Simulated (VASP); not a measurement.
# Ti (Fm-3m) in VASP: notebook, part 2 of 2

VASP 6.6.1. The steps go on from the part before.

## (5) Single point, LDA

This run uses another cell than the first one, of 16.73 Å³/atom, 1.136 times its volume.

INCAR reads:

```
SYSTEM = Ti
PREC     = Accurate       ! precision mode
ENCUT    = 520            ! plane-wave cutoff, eV
EDIFF    = 1E-6           ! SCF threshold, eV
ISMEAR   = 0              ! smearing method
SIGMA    = 0.2            ! smearing width, eV
LREAL    = .False.        ! projectors in reciprocal space
LASPH    = .True.         ! aspherical terms in the spheres
NELM     = 80             ! most SCF steps
ALGO     = Normal         ! electronic algorithm
ISIF     = 2              ! what is computed and relaxed
LWAVE    = .False.        ! write WAVECAR
LCHARG   = .True.         ! write CHGCAR
LELF     = .True.         ! ELF
LVHAR    = .True.       
NBANDS   = 12             ! bands
```

KPOINTS reads:

```
Automatic mesh
0
Gamma
  10 10 10
  0 0 0
```

POSCAR reads:

```
Ti
1.0
    0.0000000000      2.0300000000      2.0300000000
    2.0300000000      0.0000000000      2.0300000000
    2.0300000000      2.0300000000      0.0000000000
Ti
1
Direct
    0.0000000000      0.0000000000      0.0000000000
```

Potentials or basis: VASP PAW LDA potentials, release 64 (Ti_sv).

The run is started by

```sh
$ cat potpaw_LDA.64/Ti_sv/POTCAR > POTCAR
$ mpirun -np 1 vasp_std > vasp.out
```

OUTCAR:

```text
SYSTEM = Ti
   PREC = Accurate
   ENCUT = 520
   EDIFF = 1E-6
   ISMEAR = 0
   LREAL = .False.
   LASPH = .True.
   NELM = 80
   ISIF = 2

 ion  position               nearest neighbor table
   1  0.000  0.000  0.000-

  LATTYP: Found a face centered cubic cell.
 ALAT       =     4.0600000000

  Lattice vectors:

 A1 = (   0.0000000000,   2.0300000000,   2.0300000000)
 A2 = (   2.0300000000,   0.0000000000,   2.0300000000)
 A3 = (   2.0300000000,   2.0300000000,   0.0000000000)

Analysis of symmetry for initial positions (statically):
=====================================================================
 Subroutine PRICEL returns:
 Original cell was already a primitive cell.

 Routine SETGRP: Setting up the symmetry group for a
 face centered cubic supercell.

 Subroutine GETGRP returns: Found 48 space group operations
 (whereof 48 operations were pure point group operations)
 out of a pool of 48 trial point group operations.

The static configuration has the point symmetry O_h .

Analysis of symmetry for dynamics (positions and initial velocities):
=====================================================================
 Subroutine PRICEL returns:
 Original cell was already a primitive cell.

 Routine SETGRP: Setting up the symmetry group for a
 face centered cubic supercell.

 Subroutine GETGRP returns: Found 48 space group operations
 (whereof 48 operations were pure point group operations)
 out of a pool of 48 trial point group operations.

The dynamic configuration has the point symmetry O_h .

 Subroutine INISYM returns: Found 48 space group operations
 (whereof 48 operations are pure point group operations),
 and found     1 'primitive' translations

----------------------------------------------------------------------------------------

                                     Primitive cell

  volume of cell :      16.7309

[... 108 lines left out ...]
  Fermi-wavevector in a.u.,A,eV,Ry     =   1.465421  2.769245 29.217967  2.147460
  Thomas-Fermi vector in A             =   2.581280
   LORBIT       =      0    0 simple, 1 ext, 2 COOP (PROOUT), +10 PAW based schemes
   GGA     = CA    functional components
   LHFCALC =     F    Hartree Fock is set to
   AEXX    =    0.0000 exact exchange contribution
   IVDW    =     0    specifies the selected vdW correction
   LEPSILON=     F    determine dielectric tensor
   LRPA    =     F    only Hartree local field effects (RPA)
 non-spin polarized calculation
 Gauss-broadening in eV      SIGMA  =   0.20
  energy-cutoff  :      520.00
  volume of cell :       16.73
 maximum number of plane-waves:       464
 NGX is ok and might be reduce to    24
   NGX = 11   NGY = 11   NGZ = 11

 number of electron      12.0000002 magnetization

 Free energy of the ion-electron system (eV)
  ---------------------------------------------------
  ext. energy  EPLUGINS =         0.00000000
  ---------------------------------------------------
  free energy    TOTEN  =        -8.50385049 eV

  energy without entropy =       -8.47052588  energy(sigma->0) =       -8.48718818

 E-fermi :   8.3920     XC(G=0): -11.9636

 val. band max:        8.3844799437   @ k =   0.3000   0.0000   0.0000
 cond. band min:       8.4855854680   @ k =  -0.3000   0.2000   0.0000
 fundamental gap:      0.1011055243
 Fermi energy:         8.3919981104

 k-point     1 :       0.0000    0.0000    0.0000
  band No.  band energies     occupation
      1     -47.5672      2.00000
      2     -23.7490      2.00000
      3     -23.7490      2.00000
      4     -23.7490      2.00000
      5       2.2828      2.00000
      6       9.2569      0.00000
      7       9.2569      0.00000
      8       9.2569      0.00000
      9      10.9471      0.00000
     10      10.9471      0.00000
     11      23.9417      0.00000
     12      28.5126      0.00000
[... 331 lines left out ...]
 k-point    24 :       0.4000    0.3000    0.0000
  band No.  band energies     occupation
      1     -47.4073      2.00000
      2     -24.3402      2.00000
      3     -23.9837      2.00000
      4     -23.9586      2.00000
      5       5.7832      2.00000
      6       7.1056      2.00000
      7       9.4183      0.00000
      8      11.0875      0.00000
      9      11.9456      0.00000
     10      12.0363      0.00000
     11      21.0720      0.00000
     12      22.3146      0.00000

 [... further k-points ...]
[... 5 lines left out ...]
  --------------------------------------------------------------------------------------
  -------------------------------------------------------------------------------------
  Total       -0.5112190     -0.5112190     -0.5112190      0.0000000     -0.0000000      0.0000000
  in kB      -48.9552749    -48.9552749    -48.9552749      0.0000000     -0.0000000      0.0000000
  external PRESSURE =     -48.9552749 kB  Pullay stress =       0.0000000 kB

 VOLUME and BASIS-vectors are now :
 -----------------------------------------------------------------------------
  energy-cutoff  :      520.00
  volume of cell :       16.73
      direct lattice vectors                 reciprocal lattice vectors
     0.000000000  2.030000000  2.030000000    -0.246305419  0.246305419  0.246305419
     2.030000000  0.000000000  2.030000000     0.246305419 -0.246305419  0.246305419
     2.030000000  2.030000000  0.000000000     0.246305419  0.246305419 -0.246305419

 POSITION                                       TOTAL-FORCE (eV/Angst)
 -----------------------------------------------------------------------------------
      0.00000      0.00000      0.00000        -0.000000      0.000000     -0.000000
 -----------------------------------------------------------------------------------
    total drift:                               -0.000000     -0.000000     -0.000000

  FREE ENERGIE OF THE ION-ELECTRON SYSTEM (eV)
  ---------------------------------------------------
  free  energy   TOTEN  =        -8.5038504899 eV

  energy  without entropy=       -8.4705258771  energy(sigma->0) =       -8.48718818
```

stdout:

```text
POSCAR found type information on POSCAR Ti
 POSCAR found :  1 types and       1 ions
 scaLAPACK will be used
 LDA part: xc-table for (Slater(with rela. corr.)+CA(PZ))
 , standard interpolation
 POSCAR, INCAR and KPOINTS ok, starting setup
 FFT: planning ... GRIDC
 FFT: planning ... GRID_SOFT
 FFT: planning ... GRID
 WAVECAR not read
 entering main loop
```

It took 13 s on 1 thread of AMD EPYC 7R43 (Zen 3), shared host; peak memory 0.09 GiB.

What came out:

```yaml
Free_energy: -8.5039 eV
Pressure: -4.9 GPa
Band_gap_on_the_k_mesh: zero (band 6 reaches 9.26 eV, above the bottom of band 7 at 8.12 eV)
```

Levels at points of the mesh, in eV from the Fermi level:
| k point | band 4 | band 5 | band 6 | band 7 | band 8 | band 9 |
| --- | --- | --- | --- | --- | --- | --- |
| (0.00, 0.00, 0.00) | -32.14 | -6.11 | 0.86 | 0.86 | 0.86 | 2.56 |
| (0.50, 0.00, 0.00) | -32.24 | -2.67 | 0.73 | 0.73 | 0.83 | 3.71 |
| (0.50, 0.50, 0.00) | -32.41 | -2.72 | -1.83 | 3.09 | 3.69 | 4.02 |

## (6) The runs side by side

```tsv
cell	gap on the mesh (eV)	pressure (GPa)
a = 2.751 Å, angles 60.0°, 1 atom	none	11.8
a = 2.792 Å, angles 60.0°, 1 atom	none	5.1
a = 2.832 Å, angles 60.0°, 1 atom	none	-0.4
a = 2.871 Å, angles 60.0°, 1 atom	none	-4.9
```

Alike in all rows: task single point; level LDA; potentials or basis VASP PAW LDA potentials, release 64 (Ti_sv); no spin polarisation; k mesh 10 × 10 × 10; cutoff (eV) 520; smearing gaussian 0.2 eV.

Total energies depend on the potentials used, so only differences within one code and one set of settings carry meaning.
